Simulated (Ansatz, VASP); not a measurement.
## Two plane-wave programs on TaN

```
CELL_PARAMETERS angstrom
2.97995 0.00000 0.00000
-1.48998 2.58071 0.00000
0.00000 0.00000 2.98502
ATOMIC_POSITIONS crystal
Ta 0.33333 0.66667 0.50000
N 0.00000 0.00000 0.00000
```

Alike in both runs: task single point; functional PBEsol; k mesh 21 × 21 × 18; occupations gaussian, width 0.15 eV; no spin polarisation.

|  | VASP | Ansatz |
| --- | --- | --- |
| version | VASP 6.6.1 | Ansatz 0.2.0 |
| potentials or method | VASP PAW PBE potentials, release 64 (Ta_pv, N), cutoff 520 eV | scalar-relativistic, plane waves, PAW |
| valence electrons in the cell | 16 | 18 |

```csv
,VASP,Ansatz,Ansatz less VASP
gap on the k mesh at the Fermi level (eV),none,none,-
pressure (GPa),-23.5,-24.0,-0.52
"traceless stress, the component that is largest in VASP (GPa)",-9.13,-9.22,-0.096
```

VASP's potentials were made for PBE, not for PBEsol. A gap of «none» marks a metal or a gap that the smearing closes. VASP's potentials hold 16 valence electrons a cell and Ansatz's 18, so a difference there can come from the potentials and not from the codes.

Spin-orbit coupling is off throughout.
